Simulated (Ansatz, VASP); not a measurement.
# Ti in VASP and in Ansatz

```
Ti
1.0
     0.00000    1.97925    2.08075
     1.97925    0.00000    2.08075
     1.97925    1.97925    0.00000
Ti
1
Cartesian
  0.0000 0.0000 0.0000
```

Change from the starting cell: strain -0.025 along x and y, +0.025 along z, atoms carried along.

Alike in both runs: task single point; functional PBEsol; k mesh 20 × 20 × 20; occupations gaussian, width 0.15 eV; no spin polarisation.

|  | VASP | Ansatz |
| --- | --- | --- |
| version | VASP 6.6.1 | Ansatz 0.2.0 |
| potentials or method | VASP PAW PBE potentials, release 64 (Ti_sv), cutoff 520 eV | scalar-relativistic, plane waves, PAW |
| valence electrons in the cell | 12 | 12 |

```csv
,VASP,Ansatz,Ansatz less VASP
gap on the k mesh at the Fermi level (eV),none,none,-
pressure (GPa),2.5,2.8,+0.31
"traceless stress, the component that is largest in VASP (GPa)",-1.11,-1.10,+0.014
```

VASP's potentials were made for PBE, not for PBEsol. A gap of «none» marks a metal or a gap that the smearing closes.
